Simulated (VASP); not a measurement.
# TaRu (Pm-3m) in VASP: further runs, part 3 of 3

VASP 6.6.1. The steps go on from the part before.

### Step 5. Electric field gradients, LDA (17.16 Å³/atom)

This run uses another cell than the first one, of 17.16 Å³/atom.

INCAR

```
PREC = Accurate
ENCUT = 520
EDIFF = 1E-8
ISMEAR = -1
SIGMA = 0.03
LREAL = F
LASPH = T
NELM = 80
ALGO = Normal
ISIF = 2
LWAVE = F
LCHARG = F
LEFG = T
NBANDS = 20
```

KPOINTS

```
Automatic mesh
0
Gamma
  13 13 13
```

POSCAR

```
TaRu
1.0
    3.2495060651      0.0000000000      0.0000000000
    0.0000000000      3.2495060651      0.0000000000
    0.0000000000      0.0000000000      3.2495060651
Ta Ru
1 1
Direct
    0.5000000000      0.5000000000      0.5000000000
    0.0000000000      0.0000000000      0.0000000000
```

Potentials or basis: VASP PAW LDA potentials, release 64 (Ta_pv, Ru_pv).

Started as:

```bash
> cat potpaw_LDA.64/Ta_pv/POTCAR potpaw_LDA.64/Ru_pv/POTCAR > POTCAR
> mpirun -np 1 vasp_std > vasp.out
```

OUTCAR:

```text
PREC = Accurate
   ENCUT = 520
   EDIFF = 1E-8
   ISMEAR = -1
   LREAL = F
   LASPH = T
   NELM = 80
   ISIF = 2

 ion  position               nearest neighbor table
   1  0.500  0.500  0.500-   2 2.81   2 2.81   2 2.81   2 2.81   2 2.81   2 2.81   2 2.81   2 2.81

   2  0.000  0.000  0.000-   1 2.81   1 2.81   1 2.81   1 2.81   1 2.81   1 2.81   1 2.81   1 2.81

  LATTYP: Found a simple cubic cell.
 ALAT       =     3.2495060651

  Lattice vectors:

 A1 = (   3.2495060651,   0.0000000000,   0.0000000000)
 A2 = (   0.0000000000,   3.2495060651,   0.0000000000)
 A3 = (   0.0000000000,   0.0000000000,   3.2495060651)

Analysis of symmetry for initial positions (statically):
=====================================================================
 Subroutine PRICEL returns:
 Original cell was already a primitive cell.

 Routine SETGRP: Setting up the symmetry group for a
 simple cubic supercell.

 Subroutine GETGRP returns: Found 48 space group operations
 (whereof 48 operations were pure point group operations)
 out of a pool of 48 trial point group operations.

The static configuration has the point symmetry O_h .

Analysis of symmetry for dynamics (positions and initial velocities):
=====================================================================
 Subroutine PRICEL returns:
 Original cell was already a primitive cell.

 Routine SETGRP: Setting up the symmetry group for a
 simple cubic supercell.

 Subroutine GETGRP returns: Found 48 space group operations
 (whereof 48 operations were pure point group operations)
 out of a pool of 48 trial point group operations.

The dynamic configuration has the point symmetry O_h .

 Subroutine INISYM returns: Found 48 space group operations
 (whereof 48 operations are pure point group operations),
 and found     1 'primitive' translations

----------------------------------------------------------------------------------------

                                     Primitive cell

  volume of cell :      34.3125

  direct lattice vectors                    reciprocal lattice vectors
     3.249506065  0.000000000  0.000000000     0.307739078  0.000000000  0.000000000
     0.000000000  3.249506065  0.000000000     0.000000000  0.307739078  0.000000000
     0.000000000  0.000000000  3.249506065     0.000000000  0.000000000  0.307739078

  length of vectors
     3.249506065  3.249506065  3.249506065     0.307739078  0.307739078  0.307739078

  position of ions in fractional coordinates (direct lattice)
     0.500000000  0.500000000  0.500000000
     0.000000000  0.000000000  0.000000000

  ion indices of the primitive-cell ions
   primitive index   ion index
                 1           1
                 2           2

----------------------------------------------------------------------------------------

 KPOINTS: Automatic mesh

Automatic generation of k-mesh.
[... 69 lines left out ...]
   NSW    =      0    number of steps for IOM
   IBRION =     -1    ionic relax: 0-MD 1-quasi-New 2-CG
   NFREE  =      0    steps in history (QN), initial steepest desc. (CG)
   ISIF   =      2    stress and relaxation
   ISYM   =      2    0-nonsym 1-usesym 2-fastsym
   POTIM  = 0.5000    time-step for ionic-motion
   TEBEG  =    0.0;   TEEND  =   0.0 temperature during run
   PSTRESS=    0.0 pullay stress
   NELECT =      25.0000    total number of electrons
   NUPDOWN=      -1.0000    fix difference up-down
   EMIN   =  10.00;   EMAX   =-10.00  energy-range for DOS
   EFERMI =   0.00;   METHOD = LEGACY
   ISMEAR =    -1;   SIGMA  =   0.03  broadening in eV -4-tet -1-fermi 0-gaus
   EFERMI_NEDOS =   21; number of points for ismear=-14 and -15
   IALGO  =     38    algorithm
   IMIX   =      4    mixing-type and parameters
     AMIX     =   0.40;   BMIX     =  1.00
     AMIX_MAG =   1.60;   BMIX_MAG =  1.00
  volume/ion in A,a.u.               =      17.16       115.78
  Fermi-wavevector in a.u.,A,eV,Ry     =   1.473118  2.783789 29.525678  2.170076
  Thomas-Fermi vector in A             =   2.588050
   LORBIT       =      0    0 simple, 1 ext, 2 COOP (PROOUT), +10 PAW based schemes
   GGA     = CA    functional components
   LHFCALC =     F    Hartree Fock is set to
   AEXX    =    0.0000 exact exchange contribution
   IVDW    =     0    specifies the selected vdW correction
   LEPSILON=     F    determine dielectric tensor
   LRPA    =     F    only Hartree local field effects (RPA)
 non-spin polarized calculation
  energy-cutoff  :      520.00
  volume of cell :       34.31
 maximum number of plane-waves:       942
   NGX = 13   NGY = 13   NGZ = 13

 number of electron      25.0000012 magnetization

 Free energy of the ion-electron system (eV)
  ---------------------------------------------------
  ext. energy  EPLUGINS =         0.00000000
  ---------------------------------------------------
  free energy    TOTEN  =       -23.64820431 eV

  energy without entropy =      -23.63624983  energy(sigma->0) =      -23.64222707

 E-fermi :   8.4016     XC(G=0): -13.0328

 val. band max:        8.3949628379   @ k =   0.4615   0.2308   0.0000
 cond. band min:       8.4098798364   @ k =   0.4615   0.1538   0.0769
 fundamental gap:      0.0149169984
 Fermi energy:         8.4015886134

 k-point     1 :       0.0000    0.0000    0.0000
  band No.  band energies     occupation
      1     -34.4287      2.00000
      2     -34.4287      2.00000
      3     -34.4287      2.00000
      4     -26.5735      2.00000
      5     -26.5735      2.00000
      6     -26.5735      2.00000
[... 541 lines left out ...]
     19      17.4429      0.00000
     20      18.4956      0.00000

 [... further k-points ...]

------------------------ aborting loop because EDIFF is reached ----------------------------------------

  FORCE on cell =-STRESS in cart. coord.  units (eV):
  Direction    XX          YY          ZZ          XY          YZ          ZX
  --------------------------------------------------------------------------------------
  -------------------------------------------------------------------------------------
  Total       -5.6676204     -5.6676204     -5.6676204     -0.0000000      0.0000000      0.0000000
  in kB     -264.6423116   -264.6423116   -264.6423116     -0.0000000      0.0000000      0.0000000
  external PRESSURE =    -264.6423116 kB  Pullay stress =       0.0000000 kB

 VOLUME and BASIS-vectors are now :
 -----------------------------------------------------------------------------
  energy-cutoff  :      520.00
  volume of cell :       34.31
      direct lattice vectors                 reciprocal lattice vectors
     3.249506065  0.000000000  0.000000000     0.307739078  0.000000000  0.000000000
     0.000000000  3.249506065  0.000000000     0.000000000  0.307739078  0.000000000
     0.000000000  0.000000000  3.249506065     0.000000000  0.000000000  0.307739078

 POSITION                                       TOTAL-FORCE (eV/Angst)
 -----------------------------------------------------------------------------------
      1.62475      1.62475      1.62475         0.000000      0.000000      0.000000
      0.00000      0.00000      0.00000         0.000000      0.000000      0.000000
 -----------------------------------------------------------------------------------
    total drift:                                0.000000      0.000000     -0.000000

  FREE ENERGIE OF THE ION-ELECTRON SYSTEM (eV)
  ---------------------------------------------------
  free  energy   TOTEN  =       -23.6482043078 eV

  energy  without entropy=      -23.6362498295  energy(sigma->0) =      -23.64222707

 Electric field gradients (V/A^2)
---------------------------------------------------------------------
 ion       V_xx      V_yy      V_zz      V_xy      V_xz      V_yz
---------------------------------------------------------------------
   1      -0.000    -0.000    -0.000    -0.000    -0.000    -0.000
   2       0.000     0.000    -0.000    -0.000    -0.000    -0.000
---------------------------------------------------------------------

 Electric field gradients after diagonalization (V/A^2)
 (convention: |V_zz| > |V_xx| > |V_yy|)
----------------------------------------------------------------------
 ion       V_xx      V_yy      V_zz     asymmetry (V_yy - V_xx)/ V_zz
----------------------------------------------------------------------
   1      -0.000    -0.000    -0.000      -0.474
   2       0.000    -0.000     0.000      -1.346
----------------------------------------------------------------------

           NMR quadrupolar parameters

 Cq : quadrupolar parameter    Cq=e*Q*V_zz/h
 eta: asymmetry parameters     (V_yy - V_xx)/ V_zz
 Q  : nuclear electric quadrupole moment in mb (millibarn)
----------------------------------------------------------------------
 ion       Cq(MHz)       eta       Q (mb)
----------------------------------------------------------------------
   1      -0.000      -0.474       1.000
   2       0.000      -1.346       1.000
----------------------------------------------------------------------
```

Wall time 65 s (1 thread of AMD EPYC 7R13, shared host); peak memory 0.14 GiB.

What came out:

```
Free energy                             : -23.6482 eV
Pressure                                : -26.5 GPa
Band gap on the k mesh                  : zero (an odd number of electrons rules out a gap without spin polarisation)
Largest electric field gradient by atom : zero within the noise of the run
```

Caveat: the cell stands under tension; spin-orbit coupling is left out, which moves the levels of the heavy elements.

### Step 6. Electric field gradients, LDA (17.16 Å³/atom)

This run uses another cell than the first one, of 17.16 Å³/atom.

INCAR

```
SYSTEM = TaRu
  PREC = Accurate
  ENCUT = 520
  EDIFF = 1E-8
  ISMEAR = -1
  SIGMA = 0.03
  LREAL = .FALSE.
  LASPH = .TRUE.
  NELM = 60
  ALGO = Normal
  ISIF = 2
  LWAVE = .FALSE.
  LCHARG = .FALSE.
  LEFG = .TRUE.
  NBANDS = 20
```

KPOINTS

```
regular mesh
0
G
  13 13 13
  0 0 0
```

POSCAR is that of step 5.

Potentials or basis: VASP PAW LDA potentials, release 64 (Ta_pv, Ru_pv).

Started as:

```bash
> cat potpaw_LDA.64/Ta_pv/POTCAR potpaw_LDA.64/Ru_pv/POTCAR > POTCAR
> mpirun -np 1 vasp_std > vasp.out
```

OUTCAR:

```text
SYSTEM = TaRu
   PREC = Accurate
   ENCUT = 520
   EDIFF = 1E-8
   ISMEAR = -1
   LREAL = .FALSE.
   LASPH = .TRUE.
   NELM = 60
   ISIF = 2

 ion  position               nearest neighbor table
   1  0.500  0.500  0.500-   2 2.81   2 2.81   2 2.81   2 2.81   2 2.81   2 2.81   2 2.81   2 2.81

   2  0.000  0.000  0.000-   1 2.81   1 2.81   1 2.81   1 2.81   1 2.81   1 2.81   1 2.81   1 2.81

  LATTYP: Found a simple cubic cell.
 ALAT       =     3.2495060651

  Lattice vectors:

 A1 = (   3.2495060651,   0.0000000000,   0.0000000000)
 A2 = (   0.0000000000,   3.2495060651,   0.0000000000)
 A3 = (   0.0000000000,   0.0000000000,   3.2495060651)

Analysis of symmetry for initial positions (statically):
=====================================================================
 Subroutine PRICEL returns:
 Original cell was already a primitive cell.

 Routine SETGRP: Setting up the symmetry group for a
 simple cubic supercell.

 Subroutine GETGRP returns: Found 48 space group operations
 (whereof 48 operations were pure point group operations)
 out of a pool of 48 trial point group operations.

The static configuration has the point symmetry O_h .

Analysis of symmetry for dynamics (positions and initial velocities):
=====================================================================
 Subroutine PRICEL returns:
 Original cell was already a primitive cell.

 Routine SETGRP: Setting up the symmetry group for a
 simple cubic supercell.

 Subroutine GETGRP returns: Found 48 space group operations
 (whereof 48 operations were pure point group operations)
 out of a pool of 48 trial point group operations.

The dynamic configuration has the point symmetry O_h .

 Subroutine INISYM returns: Found 48 space group operations
 (whereof 48 operations are pure point group operations),
 and found     1 'primitive' translations

----------------------------------------------------------------------------------------

                                     Primitive cell

  volume of cell :      34.3125

  direct lattice vectors                    reciprocal lattice vectors
     3.249506065  0.000000000  0.000000000     0.307739078  0.000000000  0.000000000
     0.000000000  3.249506065  0.000000000     0.000000000  0.307739078  0.000000000
     0.000000000  0.000000000  3.249506065     0.000000000  0.000000000  0.307739078

  length of vectors
     3.249506065  3.249506065  3.249506065     0.307739078  0.307739078  0.307739078

  position of ions in fractional coordinates (direct lattice)
     0.500000000  0.500000000  0.500000000
     0.000000000  0.000000000  0.000000000

  ion indices of the primitive-cell ions
   primitive index   ion index
                 1           1
                 2           2

----------------------------------------------------------------------------------------

 KPOINTS: regular mesh

[... 70 lines left out ...]
   NSW    =      0    number of steps for IOM
   IBRION =     -1    ionic relax: 0-MD 1-quasi-New 2-CG
   NFREE  =      0    steps in history (QN), initial steepest desc. (CG)
   ISIF   =      2    stress and relaxation
   ISYM   =      2    0-nonsym 1-usesym 2-fastsym
   POTIM  = 0.5000    time-step for ionic-motion
   TEBEG  =    0.0;   TEEND  =   0.0 temperature during run
   PSTRESS=    0.0 pullay stress
   NELECT =      25.0000    total number of electrons
   NUPDOWN=      -1.0000    fix difference up-down
   EMIN   =  10.00;   EMAX   =-10.00  energy-range for DOS
   EFERMI =   0.00;   METHOD = LEGACY
   ISMEAR =    -1;   SIGMA  =   0.03  broadening in eV -4-tet -1-fermi 0-gaus
   EFERMI_NEDOS =   21; number of points for ismear=-14 and -15
   IALGO  =     38    algorithm
   IMIX   =      4    mixing-type and parameters
     AMIX     =   0.40;   BMIX     =  1.00
     AMIX_MAG =   1.60;   BMIX_MAG =  1.00
  volume/ion in A,a.u.               =      17.16       115.78
  Fermi-wavevector in a.u.,A,eV,Ry     =   1.473118  2.783789 29.525678  2.170076
  Thomas-Fermi vector in A             =   2.588050
   LORBIT       =      0    0 simple, 1 ext, 2 COOP (PROOUT), +10 PAW based schemes
   GGA     = CA    functional components
   LHFCALC =     F    Hartree Fock is set to
   AEXX    =    0.0000 exact exchange contribution
   IVDW    =     0    specifies the selected vdW correction
   LEPSILON=     F    determine dielectric tensor
   LRPA    =     F    only Hartree local field effects (RPA)
 non-spin polarized calculation
  energy-cutoff  :      520.00
  volume of cell :       34.31
 maximum number of plane-waves:       942
   NGX = 13   NGY = 13   NGZ = 13

 number of electron      25.0000012 magnetization

 Free energy of the ion-electron system (eV)
  ---------------------------------------------------
  ext. energy  EPLUGINS =         0.00000000
  ---------------------------------------------------
  free energy    TOTEN  =       -23.64820431 eV

  energy without entropy =      -23.63624983  energy(sigma->0) =      -23.64222707

 E-fermi :   8.4016     XC(G=0): -13.0328

 val. band max:        8.3949628379   @ k =   0.4615   0.2308   0.0000
 cond. band min:       8.4098798364   @ k =   0.4615   0.1538   0.0769
 fundamental gap:      0.0149169984
 Fermi energy:         8.4015886134

 k-point     1 :       0.0000    0.0000    0.0000
  band No.  band energies     occupation
      1     -34.4287      2.00000
      2     -34.4287      2.00000
      3     -34.4287      2.00000
      4     -26.5735      2.00000
      5     -26.5735      2.00000
      6     -26.5735      2.00000
[... 541 lines left out ...]
     19      17.4429      0.00000
     20      18.4956      0.00000

 [... further k-points ...]

------------------------ aborting loop because EDIFF is reached ----------------------------------------

  FORCE on cell =-STRESS in cart. coord.  units (eV):
  Direction    XX          YY          ZZ          XY          YZ          ZX
  --------------------------------------------------------------------------------------
  -------------------------------------------------------------------------------------
  Total       -5.6676204     -5.6676204     -5.6676204     -0.0000000      0.0000000      0.0000000
  in kB     -264.6423116   -264.6423116   -264.6423116     -0.0000000      0.0000000      0.0000000
  external PRESSURE =    -264.6423116 kB  Pullay stress =       0.0000000 kB

 VOLUME and BASIS-vectors are now :
 -----------------------------------------------------------------------------
  energy-cutoff  :      520.00
  volume of cell :       34.31
      direct lattice vectors                 reciprocal lattice vectors
     3.249506065  0.000000000  0.000000000     0.307739078  0.000000000  0.000000000
     0.000000000  3.249506065  0.000000000     0.000000000  0.307739078  0.000000000
     0.000000000  0.000000000  3.249506065     0.000000000  0.000000000  0.307739078

 POSITION                                       TOTAL-FORCE (eV/Angst)
 -----------------------------------------------------------------------------------
      1.62475      1.62475      1.62475         0.000000      0.000000      0.000000
      0.00000      0.00000      0.00000         0.000000      0.000000      0.000000
 -----------------------------------------------------------------------------------
    total drift:                                0.000000      0.000000     -0.000000

  FREE ENERGIE OF THE ION-ELECTRON SYSTEM (eV)
  ---------------------------------------------------
  free  energy   TOTEN  =       -23.6482043078 eV

  energy  without entropy=      -23.6362498295  energy(sigma->0) =      -23.64222707

 Electric field gradients (V/A^2)
---------------------------------------------------------------------
 ion       V_xx      V_yy      V_zz      V_xy      V_xz      V_yz
---------------------------------------------------------------------
   1      -0.000    -0.000    -0.000    -0.000    -0.000    -0.000
   2       0.000     0.000    -0.000    -0.000    -0.000    -0.000
---------------------------------------------------------------------

 Electric field gradients after diagonalization (V/A^2)
 (convention: |V_zz| > |V_xx| > |V_yy|)
----------------------------------------------------------------------
 ion       V_xx      V_yy      V_zz     asymmetry (V_yy - V_xx)/ V_zz
----------------------------------------------------------------------
   1      -0.000    -0.000    -0.000      -0.474
   2       0.000    -0.000     0.000      -1.346
----------------------------------------------------------------------

           NMR quadrupolar parameters

 Cq : quadrupolar parameter    Cq=e*Q*V_zz/h
 eta: asymmetry parameters     (V_yy - V_xx)/ V_zz
 Q  : nuclear electric quadrupole moment in mb (millibarn)
----------------------------------------------------------------------
 ion       Cq(MHz)       eta       Q (mb)
----------------------------------------------------------------------
   1      -0.000      -0.474       1.000
   2       0.000      -1.346       1.000
----------------------------------------------------------------------
```

stdout:

```text
POSCAR found type information on POSCAR TaRu
 POSCAR found :  2 types and       2 ions
 scaLAPACK will be used
 LDA part: xc-table for (Slater(with rela. corr.)+CA(PZ))
 , standard interpolation
 POSCAR, INCAR and KPOINTS ok, starting setup
 FFT: planning ... GRIDC
 FFT: planning ... GRID_SOFT
 FFT: planning ... GRID
 WAVECAR not read
 entering main loop
ion   1

ion   2
```

Wall time 71 s (1 thread of AMD EPYC 7R13, shared host); peak memory 0.14 GiB.

Results:

```
Free energy                             : -23.6482 eV
Pressure                                : -26.5 GPa
Band gap on the k mesh                  : zero (an odd number of electrons rules out a gap without spin polarisation)
Largest electric field gradient by atom : zero within the noise of the run
```

Levels at points of the mesh, in eV from the Fermi level:
| k point | band 8 | band 9 | band 10 | band 11 | band 12 | band 13 | band 14 | band 15 | band 16 | band 17 |
| --- | --- | --- | --- | --- | --- | --- | --- | --- | --- | --- |
| (0.00, 0.00, 0.00) | -5.34 | -5.34 | -2.16 | -2.16 | -2.16 | 0.90 | 0.90 | 3.65 | 3.65 | 3.65 |

Caveat: the cell stands under tension; spin-orbit coupling is left out, which moves the levels of the heavy elements.

### Step 7. Overview

| cell | gap on the mesh (eV) | pressure (GPa) |
| --- | --- | --- |
| a = 3.208 Å, 2 atoms | none | -19.6 |
| a = 3.229 Å, 2 atoms | none | -23.2 |
| a = 3.250 Å, 2 atoms | none | -26.5 |

Alike in all rows: task electric field gradients; level LDA; potentials or basis VASP PAW LDA potentials, release 64 (Ta_pv, Ru_pv); no spin polarisation; k mesh 13 × 13 × 13; cutoff (eV) 520; smearing fermi-dirac 0.03 eV.

Caveats: the cell stands under tension; spin-orbit coupling is left out, which moves the levels of the heavy elements.

Total energies depend on the potentials used, so only differences within one code and one set of settings carry meaning.
